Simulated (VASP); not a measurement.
Be3CuTe:

```
Be Cu Te
1.0
     4.01782    0.00000    0.00000
     0.00000    4.01782    0.00000
     0.00000    0.00000    4.01782
Be Cu Te
3 1 1
Direct
  0.00000 0.50000 0.50000
  0.50000 0.00000 0.50000
  0.50000 0.50000 0.00000
  0.50000 0.50000 0.50000
  0.00000 0.00000 0.00000
```

```yaml
Program: VASP 6.6.1
Task: relaxation of cell and atoms
Functional: PBE
Potentials_or_basis: VASP PAW PBE potentials, release 64 (Be, Cu, Te)
Cutoff: 600 eV
k_mesh: 4 × 4 × 4
Occupations: gaussian, width 0.1 eV
Spin: no spin polarisation
```

At the start: pressure 14.2 GPa; volume 12.97 Å³/atom.

Problem. How do energy, volume and symmetry change on relaxing?

Solution. Over 3 steps the energy falls by 77.8 meV/atom and the volume is 14.94 Å³/atom (+15.1 %); space group Pm-3m (No. 221, to 0.05 Å).

The path:
```tsv
step	energy change (eV)	largest force (eV/Å)	pressure (GPa)	volume (Å³)
1	0.0000	0.0000	14.17	64.86
2	-0.3821	0.0000	-1.45	76.23
3	-0.3891	0.0000	0.06	74.68
```

Final structure:
```
Be Cu Te
1.0
     4.21109    0.00000    0.00000
     0.00000    4.21109    0.00000
     0.00000    0.00000    4.21109
Be Cu Te
3 1 1
Direct
  0.00000 0.50000 0.50000
  0.50000 0.00000 0.50000
  0.50000 0.50000 0.00000
  0.50000 0.50000 0.50000
  0.00000 0.00000 0.00000
```

Caveat: the k points lie up to 0.37 Å⁻¹ apart in the final cell; the volume moved by over 15 % at a fixed basis, so the end points are rough.
